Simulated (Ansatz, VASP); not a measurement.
## One calculation of TiC, two programs

```
Ti C
1.0
     0.00000    2.17833    2.17833
     2.17833    0.00000    2.17833
     2.17833    2.17833    0.00000
Ti C
1 1
Cartesian
  0.0000 0.0000 0.0000
  2.1783 2.1783 2.1783
```

Change from the starting cell: volume scaled by 1.02, crystal datasets.

Alike in both runs: task electric field gradients; functional PBEsol; k mesh 14 × 14 × 14; occupations fermi-dirac, width 0.03 eV; no spin polarisation.

|  | VASP | Ansatz |
| --- | --- | --- |
| version | VASP 6.6.1 | Ansatz 0.2.0 |
| potentials or method | VASP PAW PBE potentials, release 64 (Ti_sv, C), cutoff 520 eV | all-electron PAW with datasets made for the crystal, scalar-relativistic |

```csv
,VASP,Ansatz,Ansatz less VASP
pressure (GPa),-10.5,-10.8,-0.32
```

VASP's potentials were made for PBE, not for PBEsol. Ansatz ran all-electron here, and VASP with PAW potentials.
